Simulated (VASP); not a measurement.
Write the native input for VASP 6.6.1 that does the following.

* Task: single point
* Functional: PBE
* Potentials or basis: VASP PAW PBE potentials, release 64 (Ni)
* Cutoff: 520 eV
* k mesh: 1 × 1 × 16
* Occupations: gaussian, width 0.05 eV
* Spin: collinear spin, ferromagnetic start
* Starting moments: [1.5, 1.5] μB
* Dipole correction: no
* Further INCAR settings: ALGO = Normal; EDIFF = 1e-07; NBANDS = 21

The structure of Ni lies in POSCAR:

```
Ni
1.0
   10.0000000000      0.0000000000      0.0000000000
    0.0000000000      9.3000000000      0.0000000000
    0.0000000000      0.0000000000      3.3952269576
Ni
2
Direct
    0.4347594306      0.5000000000      0.0000000000
    0.5652405694      0.5000000000      0.5000000000
```

One way to write it, as run:

INCAR

```
SYSTEM = Ni
PREC     = Accurate       ! precision mode
ENCUT    = 520            ! plane-wave cutoff, eV
EDIFF    = 1E-7           ! SCF threshold, eV
ISMEAR   = 0              ! smearing method
SIGMA    = 0.05           ! smearing width, eV
LREAL    = .FALSE.        ! projectors in reciprocal space
LASPH    = .TRUE.         ! aspherical terms in the spheres
NELM     = 150            ! most SCF steps
ALGO     = Normal         ! electronic algorithm
ISIF     = 2              ! what is computed and relaxed
LWAVE    = .FALSE.        ! write WAVECAR
LCHARG   = .FALSE.        ! write CHGCAR
ISPIN    = 2              ! spin polarisation
MAGMOM   = 1.5 1.5        ! initial moments
LORBIT   = 11             ! projections on sites
LMAXMIX  = 4              ! l up to which the mixer works
GGA      = PE             ! functional
NBANDS   = 21             ! bands
```

KPOINTS

```
regular mesh
0
G
  1 1 16
  0 0 0
```

Potentials or basis: VASP PAW PBE potentials, release 64 (Ni).

Command:

```console
$ cat potpaw_PBE.64/Ni/POTCAR > POTCAR
$ mpirun -np 1 vasp_std > vasp.out
```

It gave:

The largest force is 0.027 eV/Å and the net moment is 1.88 μB per cell. The site moments are Ni +0.93 μB. The valence electrons inside the program's atomic spheres are Ni 9.08.

It took 110 s on 1 thread of Intel(R) Xeon(R) 6975P-C (Granite Rapids), with other jobs on the host, peak memory 0.54 GiB.
